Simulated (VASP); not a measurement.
Set up this calculation in VASP 6.6.1, as the native input.

* Task: single point
* Functional: LDA
* Potentials or basis: VASP PAW LDA potentials, release 64 (Be, S)
* Cutoff: 520 eV
* k mesh: 8 × 8 × 8
* Occupations: gaussian, width 0.01 eV
* Spin: no spin polarisation
* Dipole correction: no
* Further INCAR settings: ALGO = Normal; EDIFF = 1e-06; NBANDS = 11

The structure of BeS lies in POSCAR:

```
BeS
1.0
    2.3861772186      2.3861772186      0.0000000000
   -2.3861772186      2.3861772186      0.0000000000
    0.0000000000      2.3861772186      2.4079440198
Be S
1 1
Direct
    0.0000000000      0.0000000000      0.0000000000
    0.7500000000      0.2500000000      0.5000000000
```

This cell differs from its parent crystal: film at in-plane strain -0.005.

The input as run:

INCAR

```
PREC     = Accurate       # precision mode
ENCUT    = 520            # plane-wave cutoff, eV
EDIFF    = 1E-6           # SCF threshold, eV
ISMEAR   = 0              # smearing method
SIGMA    = 0.01           # smearing width, eV
LREAL    = False          # projectors in reciprocal space
LASPH    = True           # aspherical terms in the spheres
NELM     = 60             # most SCF steps
ALGO     = Normal         # electronic algorithm
ISIF     = 2              # what is computed and relaxed
LWAVE    = False          # write WAVECAR
LCHARG   = False          # write CHGCAR
NBANDS   = 11             # bands
```

KPOINTS

```
Automatic mesh
0
Gamma
  8 8 8
```

Potentials or basis: VASP PAW LDA potentials, release 64 (Be, S).

Command:

```sh
$ cat potpaw_LDA.64/Be/POTCAR potpaw_LDA.64/S/POTCAR > POTCAR
$ mpirun -np 1 vasp_std > vasp.out
```

Results of the run:

* Pressure: 0.6 GPa
* Band gap on the k mesh: 2.78 eV, indirect (least direct gap 5.50 eV)

Caveat: the cell differs from its parent crystal (film at in-plane strain -0.005).

It took 20 s on 1 thread of Intel(R) Xeon(R) Platinum 8259CL CPU @ 2.50GHz (Skylake/Cascade Lake) (shared host), peak memory 0.14 GiB.
